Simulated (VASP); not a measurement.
A run of VASP 6.6.1 is set up as follows.

The input INCAR:

```
SYSTEM = Ba3Na
PREC = Accurate
ENCUT = 520
EDIFF = 1E-6
ISMEAR = -1
SIGMA = 0.1
LREAL = .False.
LASPH = .True.
NELM = 100
ALGO = Normal
ISIF = 2
LWAVE = .False.
LCHARG = .False.
GGA = CA
NBANDS = 26
```

The input KPOINTS:

```
Automatic mesh
0
Gamma
  6 6 6
  0 0 0
```

The input POSCAR:

```
Ba3Na
1.0
   -2.9813010000      2.9813010000      6.6266040000
    2.9813010000     -2.9813010000      6.6266040000
    2.9813010000      2.9813010000     -6.6266040000
Na Ba
1 3
Direct
    0.0000000000      0.0000000000      0.0000000000
    0.7500000000      0.2500000000      0.5000000000
    0.2500000000      0.7500000000      0.5000000000
    0.5000000000      0.5000000000      0.0000000000
```

Potentials or basis: VASP PAW LDA potentials, release 64 (Na_pv, Ba_sv).

Launch:

```sh
$ cat potpaw_LDA.64/Na_pv/POTCAR potpaw_LDA.64/Ba_sv/POTCAR > POTCAR
$ mpirun -np 1 vasp_std > vasp.out
```

Predict the band gap on the k mesh.

zero (an odd number of electrons rules out a gap without spin polarisation).

Estimate the pressure.

-1.1 GPa.

Stress tensor (GPa, compression positive):
```
-1.08  0.00  0.00
 0.00 -1.08  0.00
 0.00  0.00 -1.19
```

Caveat: spin-orbit coupling is left out, which moves the levels of the heavy elements.
